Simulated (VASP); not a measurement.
# La (P6_3/mmc) in VASP: further runs

La is run at these levels: PBE; tasks: single point.

Program: VASP 6.6.1. These are calculated values, not measurements. Logs are shortened: lines on timing, memory, paths and dates and some standing lists are left out, and cuts for length are marked.

### Step 1. The cell of the first run

Symmetry: P6_3/mmc, No. 194, hexagonal system. Conventional cell: a = 3.693 Å, b = 3.693 Å, c = 11.911 Å, α = 90.00°, β = 90.00°, γ = 120.00°. Within 4.8 Å of La (site symmetry -6m2) lie 12 La at 3.66 to 3.69 Å. La (site symmetry -3m) has 12 La at 3.66 to 3.69 Å within 4.8 Å.

### Step 2. Single point, PBE

File INCAR:

```
SYSTEM = La
PREC = Accurate
ENCUT = 520
EDIFF = 1E-7
ISMEAR = -1
SIGMA = 0.05
LREAL = .False.
LASPH = .True.
NELM = 100
ALGO = Normal
ISIF = 2
LWAVE = .False.
LCHARG = .False.
GGA = PE
NBANDS = 30
```

File KPOINTS:

```
Automatic mesh
0
Gamma
  8 8 3
  0 0 0
```

File POSCAR:

```
La
1.0
    3.6930396299      0.0000000000      0.0000000000
   -1.8465198149      3.1982661367      0.0000000000
    0.0000000000      0.0000000000     11.9107874959
La
4
Direct
    0.6666666667      0.3333333333      0.2500000000
    0.3333333333      0.6666666667      0.7500000000
    0.0000000000      0.0000000000      0.5000000000
    0.0000000000      0.0000000000      0.0000000000
```

Potentials or basis: VASP PAW PBE potentials, release 64 (La).

Started as:

```console
$ cat potpaw_PBE.64/La/POTCAR > POTCAR
$ mpirun -np 1 vasp_std > vasp.out
```

OUTCAR:

```text
SYSTEM = La
   PREC = Accurate
   ENCUT = 520
   EDIFF = 1E-7
   ISMEAR = -1
   LREAL = .False.
   LASPH = .True.
   NELM = 100
   ISIF = 2
   GGA = PE

 ion  position               nearest neighbor table
   1  0.667  0.333  0.250-   3 3.66   4 3.66   3 3.66   4 3.66   3 3.66   4 3.66
   2  0.333  0.667  0.750-   3 3.66   4 3.66   3 3.66   4 3.66   3 3.66   4 3.66
   3  0.000  0.000  0.500-   1 3.66   2 3.66   2 3.66   1 3.66   1 3.66   2 3.66
   4  0.000  0.000  0.000-   1 3.66   2 3.66   2 3.66   1 3.66   1 3.66   2 3.66

  LATTYP: Found a hexagonal cell.
 ALAT       =     3.6930396299
 C/A-ratio  =     3.2251989390

  Lattice vectors:

 A1 = (   3.6930396299,   0.0000000000,   0.0000000000)
 A2 = (  -1.8465198149,   3.1982661367,   0.0000000000)
 A3 = (   0.0000000000,   0.0000000000,  11.9107874959)

Analysis of symmetry for initial positions (statically):
=====================================================================
 Subroutine PRICEL returns:
 Original cell was already a primitive cell.

 Routine SETGRP: Setting up the symmetry group for a
 hexagonal supercell.

 Subroutine GETGRP returns: Found 24 space group operations
 (whereof 12 operations were pure point group operations)
 out of a pool of 24 trial point group operations.

The static configuration has the point symmetry D_3d.
 The point group associated with its full space group is D_6h.

Analysis of symmetry for dynamics (positions and initial velocities):
=====================================================================
 Subroutine PRICEL returns:
 Original cell was already a primitive cell.

 Routine SETGRP: Setting up the symmetry group for a
 hexagonal supercell.

 Subroutine GETGRP returns: Found 24 space group operations
 (whereof 12 operations were pure point group operations)
 out of a pool of 24 trial point group operations.

The dynamic configuration has the point symmetry D_3d.
 The point group associated with its full space group is D_6h.

 Subroutine INISYM returns: Found 24 space group operations
 (whereof 12 operations are pure point group operations),
 and found     1 'primitive' translations

----------------------------------------------------------------------------------------

                                     Primitive cell

  volume of cell :     140.6822

  direct lattice vectors                    reciprocal lattice vectors
     3.693039630  0.000000000  0.000000000     0.270779656  0.156334707  0.000000000
    -1.846519815  3.198266137  0.000000000     0.000000000  0.312669414  0.000000000
     0.000000000  0.000000000 11.910787496     0.000000000  0.000000000  0.083957505

  length of vectors
     3.693039630  3.693039630 11.910787496     0.312669414  0.312669414  0.083957505

  position of ions in fractional coordinates (direct lattice)
     0.666666667  0.333333333  0.250000000
     0.333333333  0.666666667  0.750000000
     0.000000000  0.000000000  0.500000000
     0.000000000  0.000000000  0.000000000

  ion indices of the primitive-cell ions
   primitive index   ion index
                 1           1
                 2           2
                 3           3
                 4           4

----------------------------------------------------------------------------------------

 KPOINTS: Automatic mesh

Automatic generation of k-mesh.
 Grid dimensions read from file:
 generate k-points for:    8    8    3

 Generating k-lattice:

  Cartesian coordinates                     Fractional coordinates (reciprocal lattice)
     0.033847457  0.019541838  0.000000000     0.125000000 -0.000000000  0.000000000
     0.000000000  0.039083677  0.000000000     0.000000000  0.125000000  0.000000000
     0.000000000  0.000000000  0.027985835     0.000000000  0.000000000  0.333333333

  Length of vectors
     0.039083677  0.039083677  0.027985835

  Shift w.r.t. Gamma in fractional coordinates (k-lattice)
     0.000000000  0.000000000  0.000000000

 Subroutine IBZKPT returns following result:
 ===========================================

 Found     20 irreducible k-points:

 Following reciprocal coordinates:
            Coordinates               Weight
  0.000000  0.000000  0.000000      1.000000
  0.125000  0.000000  0.000000      6.000000
  0.250000  0.000000  0.000000      6.000000
  0.375000 -0.000000  0.000000      6.000000
  0.500000  0.000000  0.000000      3.000000
  0.125000  0.125000  0.000000      6.000000
[... 12 lines left out ...]
  0.250000  0.250000  0.333333     12.000000
  0.375000  0.250000  0.333333     12.000000
   k-points           NKPTS =     20   k-points in BZ     NKDIM =     20   number of bands    NBANDS=     30
   number of dos      NEDOS =    301   number of ions     NIONS =      4
   total plane-waves  NPLWV =  70560
   dimension x,y,z NGX =    28 NGY =   28 NGZ =   90
   dimension x,y,z NGXF=    56 NGYF=   56 NGZF=  180
   ions per type =               4
   NGX,Y,Z   is equivalent  to a cutoff of  12.60, 12.60, 12.56 a.u.
   NGXF,Y,Z  is equivalent  to a cutoff of  25.21, 25.21, 25.12 a.u.
 SYSTEM =  La
   PREC   = accura    normal or accurate (medium, high low for compatibility)
   ISTART =      0    job   : 0-new  1-cont  2-samecut
   ICHARG =      2    charge: 1-file 2-atom 10-const
   ISPIN  =      1    spin polarized calculation?
   LNONCOLLINEAR =      F non collinear calculations
   LSORBIT =      F    spin-orbit coupling
   LASPH  =      T    aspherical Exc in radial PAW
   ENCUT  =  520.0 eV  38.22 Ry    6.18 a.u.   6.87  6.87 22.15*2*pi/ulx,y,z
   NELM   =    100;   NELMIN=  2; NELMDL= -5     # of ELM steps
   EDIFF  = 0.1E-06   stopping-criterion for ELM
   LREAL  =      F    real-space projection
   EDIFFG = 0.1E-05   stopping-criterion for IOM
   NSW    =      0    number of steps for IOM
   IBRION =     -1    ionic relax: 0-MD 1-quasi-New 2-CG
   NFREE  =      0    steps in history (QN), initial steepest desc. (CG)
   ISIF   =      2    stress and relaxation
   ISYM   =      2    0-nonsym 1-usesym 2-fastsym
   POTIM  = 0.5000    time-step for ionic-motion
   TEBEG  =    0.0;   TEEND  =   0.0 temperature during run
   PSTRESS=    0.0 pullay stress
   NELECT =      44.0000    total number of electrons
   NUPDOWN=      -1.0000    fix difference up-down
   EMIN   =  10.00;   EMAX   =-10.00  energy-range for DOS
   EFERMI =   0.00;   METHOD = LEGACY
   ISMEAR =    -1;   SIGMA  =   0.05  broadening in eV -4-tet -1-fermi 0-gaus
   EFERMI_NEDOS =   21; number of points for ismear=-14 and -15
   IALGO  =     38    algorithm
   IMIX   =      4    mixing-type and parameters
     AMIX     =   0.40;   BMIX     =  1.00
     AMIX_MAG =   1.60;   BMIX_MAG =  1.00
  volume/ion in A,a.u.               =      35.17       237.34
  Fermi-wavevector in a.u.,A,eV,Ry     =   1.111252  2.099963 16.801588  1.234882
  Thomas-Fermi vector in A             =   2.247813
   LORBIT       =      0    0 simple, 1 ext, 2 COOP (PROOUT), +10 PAW based schemes
   GGA     = PE    functional components
   LHFCALC =     F    Hartree Fock is set to
   AEXX    =    0.0000 exact exchange contribution
   IVDW    =     0    specifies the selected vdW correction
   LEPSILON=     F    determine dielectric tensor
   LRPA    =     F    only Hartree local field effects (RPA)
 non-spin polarized calculation
  energy-cutoff  :      520.00
  volume of cell :      140.68
 maximum number of plane-waves:      3814
 NGX is ok and might be reduce to    28
   NGX = 13   NGY = 13   NGZ = 45

 number of electron      43.9999996 magnetization

 Free energy of the ion-electron system (eV)
  ---------------------------------------------------
  ext. energy  EPLUGINS =         0.00000000
  ---------------------------------------------------
  free energy    TOTEN  =       -19.53547064 eV

  energy without entropy =      -19.48556792  energy(sigma->0) =      -19.51051928

 E-fermi :   8.4243     XC(G=0):  -9.7843

 val. band max:        8.4227613147   @ k =   0.3750   0.2500   0.3333
 cond. band min:       8.4324748016   @ k =   0.2500   0.2500   0.3333
 fundamental gap:      0.0097134869
 Fermi energy:         8.4243185633

 k-point     1 :       0.0000    0.0000    0.0000
  band No.  band energies     occupation
      1     -24.4046      2.00000
      2     -24.2858      2.00000
      3     -24.2739      2.00000
      4     -24.1499      2.00000
      5      -8.9186      2.00000
      6      -8.1556      2.00000
[... 22 lines left out ...]
     29       9.8517      0.00000
     30       9.9457      0.00000

 k-point     2 :       0.1250    0.0000    0.0000
  band No.  band energies     occupation
      1     -24.3744      2.00000
      2     -24.2634      2.00000
      3     -24.2515      2.00000
      4     -24.1360      2.00000
      5      -8.8443      2.00000
      6      -8.1840      2.00000
[... 22 lines left out ...]
     29      10.0022      0.00000
     30      10.0923      0.00000

 k-point     3 :       0.2500    0.0000    0.0000
  band No.  band energies     occupation
      1     -24.2975      2.00000
      2     -24.2088      2.00000
      3     -24.1968      2.00000
      4     -24.1055      2.00000
      5      -8.6493      2.00000
      6      -8.3852      2.00000
[... 22 lines left out ...]
     29       9.8901      0.00000
     30      10.1560      0.00000

 k-point     4 :       0.3750   -0.0000    0.0000
  band No.  band energies     occupation
      1     -24.2100      2.00000
      2     -24.1533      2.00000
      3     -24.1411      2.00000
      4     -24.0835      2.00000
      5      -8.7232      2.00000
      6      -8.7016      2.00000
[... 484 lines left out ...]
     29      10.1010      0.00000
     30      10.1705      0.00000

 k-point    19 :       0.2500    0.2500    0.3333
  band No.  band energies     occupation
      1     -24.1617      2.00000
      2     -24.1463      2.00000
      3     -24.1016      2.00000
      4     -24.0861      2.00000
      5      -8.6057      2.00000
      6      -8.5862      2.00000
[... 22 lines left out ...]
     29       9.8272      0.00000
     30       9.9176      0.00000

 k-point    20 :       0.3750    0.2500    0.3333
  band No.  band energies     occupation
      1     -24.1238      2.00000
      2     -24.1182      2.00000
      3     -24.0968      2.00000
      4     -24.0912      2.00000
      5      -8.6318      2.00000
      6      -8.6056      2.00000
[... 22 lines left out ...]
     29      10.1062      0.00000
     30      10.1194      0.00000

------------------------ aborting loop because EDIFF is reached ----------------------------------------

  FORCE on cell =-STRESS in cart. coord.  units (eV):
  Direction    XX          YY          ZZ          XY          YZ          ZX
  --------------------------------------------------------------------------------------
  -------------------------------------------------------------------------------------
  Total        1.3932252      1.3932252      1.2584588      0.0000000      0.0000000     -0.0000000
  in kB       15.8669280     15.8669280     14.3321229      0.0000000      0.0000000     -0.0000000
  external PRESSURE =      15.3553263 kB  Pullay stress =       0.0000000 kB

 VOLUME and BASIS-vectors are now :
 -----------------------------------------------------------------------------
  energy-cutoff  :      520.00
  volume of cell :      140.68
      direct lattice vectors                 reciprocal lattice vectors
     3.693039630  0.000000000  0.000000000     0.270779656  0.156334707  0.000000000
    -1.846519815  3.198266137  0.000000000     0.000000000  0.312669414  0.000000000
     0.000000000  0.000000000 11.910787496     0.000000000  0.000000000  0.083957505

 POSITION                                       TOTAL-FORCE (eV/Angst)
 -----------------------------------------------------------------------------------
      1.84652      1.06609      2.97770        -0.000000     -0.000000     -0.000000
     -0.00000      2.13218      8.93309         0.000000      0.000000      0.000000
      0.00000      0.00000      5.95539        -0.000000      0.000000      0.000000
      0.00000      0.00000      0.00000        -0.000000      0.000000      0.000000
 -----------------------------------------------------------------------------------
    total drift:                               -0.000000      0.000000      0.000000

  FREE ENERGIE OF THE ION-ELECTRON SYSTEM (eV)
  ---------------------------------------------------
  free  energy   TOTEN  =       -19.5354706449 eV

  energy  without entropy=      -19.4855679179  energy(sigma->0) =      -19.51051928
```

Run time: 58 s. Hardware: 1 thread of Intel Xeon 6975P-C (Granite Rapids), shared host; peak memory 0.27 GiB.

What came out:

| Quantity | Value |
| --- | --- |
| Free energy | -19.5355 eV |
| Pressure | 1.5 GPa |
| Band gap on the k mesh | zero (bands 22 and 23 overlap by 1.20 eV) |

Caveat: spin-orbit coupling is left out, which moves the levels of the heavy elements.

### Step 3. Single point, PBE

This run uses another cell than the first one, of 35.92 Å³/atom.

File INCAR:

```
PREC = Accurate
ENCUT = 520
EDIFF = 1E-7
ISMEAR = -1
SIGMA = 0.05
LREAL = False
LASPH = True
NELM = 100
ALGO = Fast
ISIF = 2
LWAVE = False
LCHARG = False
GGA = PE
NBANDS = 30
```

File KPOINTS:

```
Automatic mesh
0
Gamma
  8 8 3
```

File POSCAR:

```
La
1.0
    3.7190478081      0.0000000000      0.0000000000
   -1.8595239040      3.2207898797      0.0000000000
    0.0000000000      0.0000000000     11.9946690447
La
4
Direct
    0.6666666667      0.3333333333      0.2500000000
    0.3333333333      0.6666666667      0.7500000000
    0.0000000000      0.0000000000      0.5000000000
    0.0000000000      0.0000000000      0.0000000000
```

Potentials or basis: VASP PAW PBE potentials, release 64 (La).

Started as:

```console
$ cat potpaw_PBE.64/La/POTCAR > POTCAR
$ mpirun -np 1 vasp_std > vasp.out
```

Run time: 5.7 min. Hardware: 1 thread of Intel Xeon 6975P-C (Granite Rapids), shared host; peak memory 0.29 GiB.

Results (log left out):

* Free energy: -19.5589 eV
* Pressure: 0.9 GPa
* Band gap on the k mesh: zero (bands 22 and 23 overlap by 1.19 eV)

Stress tensor (GPa, compression positive):
```
0.97 0.00 0.00
0.00 0.97 0.00
0.00 0.00 0.86
```

Levels at points of the mesh, in eV from the Fermi level:
| k point | band 19 | band 20 | band 21 | band 22 | band 23 | band 24 | band 25 | band 26 |
| --- | --- | --- | --- | --- | --- | --- | --- | --- |
| (0.00, 0.00, 0.00) | -1.84 | -1.80 | 0.51 | 0.64 | 1.25 | 1.27 | 1.27 | 1.32 |
| (0.50, 0.00, 0.00) | -1.61 | -1.13 | -0.72 | -0.30 | -0.23 | 0.43 | 0.99 | 1.20 |

Caveat: spin-orbit coupling is left out, which moves the levels of the heavy elements.
